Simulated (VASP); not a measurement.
# MgS (Fm-3m) in VASP: G0W0 quasiparticle levels with PBE

Aim: the G0W0 quasiparticle levels of MgS with PBE.

All numbers are computed with VASP 6.6.1; they aren't measurements. Logs are shortened: lines on timing, memory, paths and dates and some standing lists are left out, and cuts for length are marked.

## (1) The cell of the first run

Symmetry: Fm-3m, No. 225, cubic system. The conventional cell has a = 5.203 Å, b = 5.203 Å, c = 5.203 Å, α = 90.00°, β = 90.00°, γ = 90.00°. Within 3.4 Å of Mg (site symmetry m-3m) lie 6 S at 2.60 Å. Within 3.4 Å of S (site symmetry m-3m) lie 6 Mg at 2.60 Å.

## (2) G0W0 quasiparticle levels, PBE

Contents of POSCAR:

```
MgS
1.0
    0.0000000000      2.6015179373      2.6015179373
    2.6015179373      0.0000000000      2.6015179373
    2.6015179373      2.6015179373      0.0000000000
Mg S
1 1
Direct
    0.0000000000      0.0000000000      0.0000000000
    0.5000000000      0.5000000000      0.5000000000
```

Contents of INCAR.step1:

```
PREC     = Accurate       # precision mode
ENCUT    = 500            # plane-wave cutoff, eV
EDIFF    = 1E-8           # SCF threshold, eV
ISMEAR   = 0              # smearing method
SIGMA    = 0.01           # smearing width, eV
LREAL    = False          # projectors in reciprocal space
LASPH    = True           # aspherical terms in the spheres
NELM     = 100            # most SCF steps
ALGO     = Normal         # electronic algorithm
LWAVE    = True           # write WAVECAR
LCHARG   = False          # write CHGCAR
GGA      = PE             # functional
```

Contents of INCAR.step2:

```
PREC     = Accurate       # precision mode
ENCUT    = 500            # plane-wave cutoff, eV
EDIFF    = 1E-8           # SCF threshold, eV
ISMEAR   = 0              # smearing method
SIGMA    = 0.01           # smearing width, eV
LREAL    = False          # projectors in reciprocal space
LASPH    = True           # aspherical terms in the spheres
NELM     = 1              # most SCF steps
ALGO     = Exact          # electronic algorithm
LWAVE    = True           # write WAVECAR
LCHARG   = False          # write CHGCAR
GGA      = PE             # functional
NBANDS   = 34             # bands
LOPTICS  = True           # frequency-dependent dielectric function
ISTART   = 1
```

Contents of INCAR.step3:

```
PREC     = Accurate       # precision mode
ENCUT    = 500            # plane-wave cutoff, eV
EDIFF    = 1E-8           # SCF threshold, eV
ISMEAR   = 0              # smearing method
SIGMA    = 0.01           # smearing width, eV
LREAL    = False          # projectors in reciprocal space
LASPH    = True           # aspherical terms in the spheres
ALGO     = EVGW0          # electronic algorithm
LWAVE    = False          # write WAVECAR
LCHARG   = False          # write CHGCAR
GGA      = PE             # functional
NELMGW   = 1            
NBANDS   = 34             # bands
ENCUTGW  = 60             # cutoff of the response function
NOMEGA   = 48             # frequency points
PRECFOCK = Fast         
ISTART   = 1            
NBANDSGW = 12
```

Contents of KPOINTS:

```
regular mesh
0
Gamma
  4 4 4
```

Potentials or basis: VASP PAW PBE potentials, release 64 (Mg_GW, S_GW).

Launch:

```sh
> cat potpaw_PBE.64/Mg_GW/POTCAR potpaw_PBE.64/S_GW/POTCAR > POTCAR
> cp INCAR.step1 INCAR
> mpirun -np 1 vasp_std > vasp.out
> cp INCAR.step2 INCAR
> mpirun -np 1 vasp_std > vasp.out
> cp INCAR.step3 INCAR
> mpirun -np 1 vasp_std > vasp.out
```

OUTCAR:

```text
PREC = Accurate
   ENCUT = 500
   EDIFF = 1E-8
   ISMEAR = 0
   LREAL = False
   LASPH = True
   GGA = PE
   NELMGW = 1
   ENCUTGW = 60
   PRECFOCK = Fast
   ISTART = 1

 ion  position               nearest neighbor table
   1  0.000  0.000  0.000-
   2  0.500  0.500  0.500-

  LATTYP: Found a face centered cubic cell.
 ALAT       =     5.2030358746

  Lattice vectors:

 A1 = (   0.0000000000,   2.6015179373,   2.6015179373)
 A2 = (   2.6015179373,   0.0000000000,   2.6015179373)
 A3 = (   2.6015179373,   2.6015179373,   0.0000000000)

Analysis of symmetry for initial positions (statically):
=====================================================================
 Subroutine PRICEL returns:
 Original cell was already a primitive cell.

 Routine SETGRP: Setting up the symmetry group for a
 face centered cubic supercell.

 Subroutine GETGRP returns: Found 48 space group operations
 (whereof 48 operations were pure point group operations)
 out of a pool of 48 trial point group operations.

The static configuration has the point symmetry O_h .

Analysis of symmetry for dynamics (positions and initial velocities):
=====================================================================
 Subroutine PRICEL returns:
 Original cell was already a primitive cell.

 Routine SETGRP: Setting up the symmetry group for a
 face centered cubic supercell.

 Subroutine GETGRP returns: Found 48 space group operations
 (whereof 48 operations were pure point group operations)
 out of a pool of 48 trial point group operations.

The dynamic configuration has the point symmetry O_h .

 Subroutine INISYM returns: Found 48 space group operations
 (whereof 48 operations are pure point group operations),
 and found     1 'primitive' translations

----------------------------------------------------------------------------------------

                                     Primitive cell

  volume of cell :      35.2136

  direct lattice vectors                    reciprocal lattice vectors
     0.000000000  2.601517937  2.601517937    -0.192195484  0.192195484  0.192195484
     2.601517937  0.000000000  2.601517937     0.192195484 -0.192195484  0.192195484
     2.601517937  2.601517937  0.000000000     0.192195484  0.192195484 -0.192195484

  length of vectors
     3.679101950  3.679101950  3.679101950     0.332892344  0.332892344  0.332892344

  position of ions in fractional coordinates (direct lattice)
     0.000000000  0.000000000  0.000000000
     0.500000000  0.500000000  0.500000000

  ion indices of the primitive-cell ions
   primitive index   ion index
                 1           1
                 2           2

----------------------------------------------------------------------------------------

 KPOINTS: regular mesh

Automatic generation of k-mesh.
 Grid dimensions read from file:
 generate k-points for:    4    4    4

 Generating k-lattice:

  Cartesian coordinates                     Fractional coordinates (reciprocal lattice)
    -0.048048871  0.048048871  0.048048871     0.250000000  0.000000000  0.000000000
     0.048048871 -0.048048871  0.048048871     0.000000000  0.250000000  0.000000000
     0.048048871  0.048048871 -0.048048871     0.000000000  0.000000000  0.250000000

  Length of vectors
     0.083223086  0.083223086  0.083223086

  Shift w.r.t. Gamma in fractional coordinates (k-lattice)
     0.000000000  0.000000000  0.000000000

 Subroutine IBZKPT returns following result:
 ===========================================

 Found      8 irreducible k-points:

 Following reciprocal coordinates:
            Coordinates               Weight
  0.000000  0.000000  0.000000      1.000000
  0.250000  0.000000  0.000000      8.000000
  0.500000  0.000000  0.000000      4.000000
  0.250000  0.250000  0.000000      6.000000
  0.500000  0.250000  0.000000     24.000000
 -0.250000  0.250000  0.000000     12.000000
  0.500000  0.500000  0.000000      3.000000
 -0.250000  0.500000  0.250000      6.000000
   k-points           NKPTS =      8   k-points in BZ     NKDIM =     64   number of bands    NBANDS=     34
   number of dos      NEDOS =    301   number of ions     NIONS =      2
   total plane-waves  NPLWV =  21952
   dimension x,y,z NGX =    28 NGY =   28 NGZ =   28
   dimension x,y,z NGXF=    56 NGYF=   56 NGZF=   56
   ions per type =               1   1
   NGX,Y,Z   is equivalent  to a cutoff of  12.65, 12.65, 12.65 a.u.
   NGXF,Y,Z  is equivalent  to a cutoff of  25.30, 25.30, 25.30 a.u.
 SYSTEM =  unknown system
   PREC   = accura    normal or accurate (medium, high low for compatibility)
   ISTART =      1    job   : 0-new  1-cont  2-samecut
   ICHARG =      0    charge: 1-file 2-atom 10-const
   ISPIN  =      1    spin polarized calculation?
   LNONCOLLINEAR =      F non collinear calculations
   LSORBIT =      F    spin-orbit coupling
   LASPH  =      T    aspherical Exc in radial PAW
   ENCUT  =  500.0 eV  36.75 Ry    6.06 a.u.   6.71  6.71  6.71*2*pi/ulx,y,z
   NELM   =     60;   NELMIN=  2; NELMDL=  0     # of ELM steps
   EDIFF  = 0.1E-07   stopping-criterion for ELM
   LREAL  =      F    real-space projection
   EDIFFG = 0.1E-06   stopping-criterion for IOM
   NSW    =      0    number of steps for IOM
   IBRION =     -1    ionic relax: 0-MD 1-quasi-New 2-CG
   NFREE  =      0    steps in history (QN), initial steepest desc. (CG)
   ISIF   =      0    stress and relaxation
   ISYM   =      3    0-nonsym 1-usesym 2-fastsym
   POTIM  = 0.5000    time-step for ionic-motion
   TEBEG  =    0.0;   TEEND  =   0.0 temperature during run
   PSTRESS=    0.0 pullay stress
   NELECT =       8.0000    total number of electrons
   NUPDOWN=      -1.0000    fix difference up-down
   EMIN   =  10.00;   EMAX   =-10.00  energy-range for DOS
   EFERMI =   0.00;   METHOD = LEGACY
   ISMEAR =     0;   SIGMA  =   0.01  broadening in eV -4-tet -1-fermi 0-gaus
   EFERMI_NEDOS =   21; number of points for ismear=-14 and -15
   IALGO  =     38    algorithm
   IMIX   =      4    mixing-type and parameters
     AMIX     =   0.40;   BMIX     =  1.00
     AMIX_MAG =   1.60;   BMIX_MAG =  1.00
  volume/ion in A,a.u.               =      17.61       118.82
  Fermi-wavevector in a.u.,A,eV,Ry     =   0.998929  1.887702 13.576701  0.997859
  Thomas-Fermi vector in A             =   2.131185
   LORBIT       =      0    0 simple, 1 ext, 2 COOP (PROOUT), +10 PAW based schemes
   GGA     = PE    functional components
   LHFCALC =     T    Hartree Fock is set to
   PRECFOCK=fast      Normal, Fast or Accurate (Low or Medium for compatibility)
   ENCUT4O =  -1.0   cutoff for four orbital integrals eV
   NKREDX  =     1    reduce k-point grid by
   NKREDY  =     1    reduce k-point grid by
   NKREDZ  =     1    reduce k-point grid by
   AEXX    =    1.0000 exact exchange contribution
   HFSCREEN=    0.0000 screening length (either q_TF or 0.3 A-1)
   HFSCREENC=   0.0000 screening length for correlation (either q_TF or 0.3 A-1)
   ENCUTFOCK=  -1.0 apply spherical cutoff to Coloumb kernel
   IVDW    =     0    specifies the selected vdW correction
   LEPSILON=     F    determine dielectric tensor
   LRPA    =     F    only Hartree local field effects (RPA)
   LRPAFORCE           =     F    calculate RPA forces
   ENCUTGW             =  60.0    cutoff for response function in eV
   ENCUTGWSOFT         =  48.0    soft cutoff for Coulomb kernel in GW response function in eV
   ENCUTLF             =  -1.0    cutoff for local field effects
   NELMGW              =     1    number of iterations in solving QP/BSE equation
   NELMHF              =     1    number of iterations in the inner HF iteration
   NKREDLFX            =     1    NKREDLFY  =   1   NKREDLFZ  =   1
 non-spin polarized calculation
 Gauss-broadening in eV      SIGMA  =   0.01
  energy-cutoff  :      500.00
  volume of cell :       35.21
 maximum number of plane-waves:       896
 NGX is ok and might be reduce to    28
  NGX = 16; NGY = 16; NGZ = 16
   NGX = 13   NGY = 13   NGZ = 13
 maximum number of plane-waves:        43
 NGX is ok and might be reduce to    10

 QP shifts <psi_nk| G(iteration)W_0 |psi_nk>: iteration 1
 for sc-GW calculations column KS-energies equals QP-energies in previous step
 and V_xc(KS)=  KS-energies - (<T + V_ion + V_H > + <T+V_H+V_ion>^1  + <V_x>^1)

 k-point   1 :       0.0000    0.0000    0.0000
  band No.  KS-energies  QP-energies   sigma(KS)   V_xc(KS)     V^pw_x(r,r')   Z            occupation Imag(sigma)

      1      -8.9031      -9.3599     -13.2343     -12.5924     -20.8482       0.7116       2.0000       1.5503
      2       3.7694       3.3537     -13.8354     -13.2991     -16.2918       0.7750       2.0000       0.0820
      3       3.7694       3.3537     -13.8354     -13.2991     -16.2918       0.7750       2.0000       0.0820
      4       3.7694       3.3537     -13.8354     -13.2991     -16.2918       0.7750       2.0000       0.0820
      5       7.4664       8.3074      -8.9502     -10.0068      -5.3349       0.7959       0.0000      -0.0828
      6      11.6705      12.5801      -8.2011      -9.3531      -4.2292       0.7895       0.0000      -0.1085
      7      11.6705      12.5801      -8.2011      -9.3531      -4.2292       0.7895       0.0000      -0.1085
      8      11.6705      12.5801      -8.2011      -9.3531      -4.2292       0.7895       0.0000      -0.1085
      9      14.0200      15.2530      -8.8698     -10.4704      -4.5845       0.7703       0.0000      -0.1686
     10      14.0200      15.2530      -8.8698     -10.4704      -4.5845       0.7703       0.0000      -0.1686
     11      16.3030      16.4952      -7.0011      -7.2547      -1.8104       0.7579       0.0000      -0.3525
     12      16.9252      17.6746      -7.4457      -8.4478      -2.0448       0.7478       0.0000      -0.4449

 k-point   2 :       0.2500    0.0000    0.0000
  band No.  KS-energies  QP-energies   sigma(KS)   V_xc(KS)     V^pw_x(r,r')   Z            occupation Imag(sigma)

      1      -8.3419      -8.6996     -13.3977     -12.8958     -20.9524       0.7128       2.0000       1.4267
      2       0.9539       0.2799     -12.4984     -11.6042     -15.4041       0.7538       2.0000       0.1201
      3       3.4471       2.9898     -13.6835     -13.0921     -16.1825       0.7731       2.0000       0.0839
      4       3.4471       2.9898     -13.6835     -13.0921     -16.1825       0.7731       2.0000       0.0839
      5       8.7104       9.4904      -8.5670      -9.5485      -4.8547       0.7947       0.0000      -0.0887
      6      11.5334      12.5128      -8.2392      -9.4896      -4.2198       0.7832       0.0000      -0.1187
      7      11.5334      12.5128      -8.2392      -9.4896      -4.2198       0.7832       0.0000      -0.1187
      8      12.0453      13.0621      -9.3662     -10.6878      -5.1847       0.7694       0.0000      -0.1378
      9      13.9815      15.0060      -8.4849      -9.8148      -4.0477       0.7704       0.0000      -0.1860
     10      13.9815      15.0060      -8.4849      -9.8148      -4.0477       0.7704       0.0000      -0.1860
     11      15.6260      16.2083      -7.2184      -7.9948      -1.9719       0.7499       0.0000      -0.3699
     12      20.8046      21.8594      -8.0791      -9.4380      -2.4691       0.7762       0.0000      -0.8347
[... 68 lines left out ...]
      1      -7.2195      -7.4077     -14.0158     -13.7472     -21.3925       0.7004       2.0000       1.1368
      2      -0.4355      -1.2937     -12.0784     -10.9096     -15.4506       0.7343       2.0000       0.1658
      3       2.0818       1.4404     -13.0636     -12.2239     -15.8266       0.7638       2.0000       0.1002
      4       2.0818       1.4404     -13.0636     -12.2239     -15.8266       0.7638       2.0000       0.1002
      5       6.5155       7.3403      -7.8702      -8.8971      -4.5846       0.8032       0.0000      -0.0741
      6       8.1377       8.7512      -7.7857      -8.5485      -4.2574       0.8042       0.0000      -0.0804
      7      15.7576      16.7544      -9.8836     -11.2493      -4.7010       0.7298       0.0000      -0.3139
      8      16.4221      17.8194      -9.3573     -11.2171      -4.5959       0.7513       0.0000      -0.2973
      9      17.0973      18.0067      -8.7394      -9.9580      -3.2698       0.7462       0.0000      -0.4902
     10      17.0973      18.0067      -8.7394      -9.9580      -3.2698       0.7462       0.0000      -0.4902
     11      19.3184      20.7905      -9.8634     -11.8050      -4.6067       0.7581       0.0000      -0.5008
     12      19.3184      20.7905      -9.8634     -11.8050      -4.6067       0.7581       0.0000      -0.5008

 k-point   8 :      -0.2500    0.5000    0.2500
  band No.  KS-energies  QP-energies   sigma(KS)   V_xc(KS)     V^pw_x(r,r')   Z            occupation Imag(sigma)

      1      -7.1745      -7.3502     -14.0496     -13.7976     -21.4358       0.6974       2.0000       1.1265
      2       0.5322      -0.2550     -12.2944     -11.2429     -15.3373       0.7486       2.0000       0.1325
      3       0.5322      -0.2550     -12.2944     -11.2429     -15.3373       0.7486       2.0000       0.1325
      4       1.4018       0.7655     -12.3040     -11.4684     -14.9863       0.7614       2.0000       0.1079
      5       8.9898      10.0128      -9.0801     -10.3801      -5.6087       0.7869       0.0000      -0.0904
      6      11.6928      12.5908      -8.8938     -10.0469      -4.8531       0.7787       0.0000      -0.1230
      7      11.6928      12.5908      -8.8938     -10.0469      -4.8531       0.7787       0.0000      -0.1230
      8      11.7890      12.7310      -8.1544      -9.3748      -3.8719       0.7719       0.0000      -0.1415
      9      18.0550      18.9561      -8.6352      -9.8361      -3.0984       0.7504       0.0000      -0.5588
     10      18.0550      18.9561      -8.6352      -9.8361      -3.0984       0.7504       0.0000      -0.5588
     11      19.3448      20.5328      -9.0795     -10.6351      -3.7099       0.7637       0.0000      -0.6000
     12      19.4521      20.9726     -10.0404     -12.0562      -4.7658       0.7542       0.0000      -0.5118
```

Wall time 24 s (1 thread of Intel Xeon 6975P-C (Granite Rapids), shared host); peak memory 0.3 GiB.

What came out:

```yaml
Quasiparticle_gap: 3.99 eV
Least_direct_quasiparticle_gap: 4.95 eV
Band_gap_of_the_starting_levels_on_the_mesh: 2.75 eV
Least_direct_gap_of_the_starting_levels_on_the_mesh: 3.70 eV
```

Caveat: the k points lie up to 0.52 Å⁻¹ apart; bands, screening cutoff and mesh are small and nothing is extrapolated, so the quasiparticle values aren't converged.
